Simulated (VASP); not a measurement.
The system is NaH.

```
CELL_PARAMETERS angstrom
2.93239 0.00000 0.00000
0.00000 2.93239 0.00000
0.00000 0.00000 2.93239
ATOMIC_POSITIONS crystal
Na 0.00000 0.00000 0.00000
H 0.50000 0.50000 0.50000
```

Base run:

- Program: VASP 6.6.1
- Functional: LDA
- Potentials or basis: VASP PAW LDA potentials, release 64 (Na_pv, H)
- Cutoff: 520 eV
- k mesh: 8 × 8 × 8
- Occupations: gaussian, width 0.01 eV
- Spin: no spin polarisation

Its results: band gap on the k mesh 0.57 eV, indirect (least direct gap 4.21 eV); pressure -1.6 GPa.

Task: The run is repeated on the same cell with these changes: functional from LDA to r2SCAN; potentials or basis from VASP PAW LDA potentials, release 64 (Na_pv, H) to VASP PAW PBE potentials, release 64 (Na_pv, H). What comes out?

Result: Band gap on the k mesh 1.61 eV, indirect (least direct gap 5.17 eV); pressure -0.3 GPa.

Caveats: the PAW data sets were made with another functional, which shifts forces and pressure a little (some runs).

A k mesh can miss the band edges.
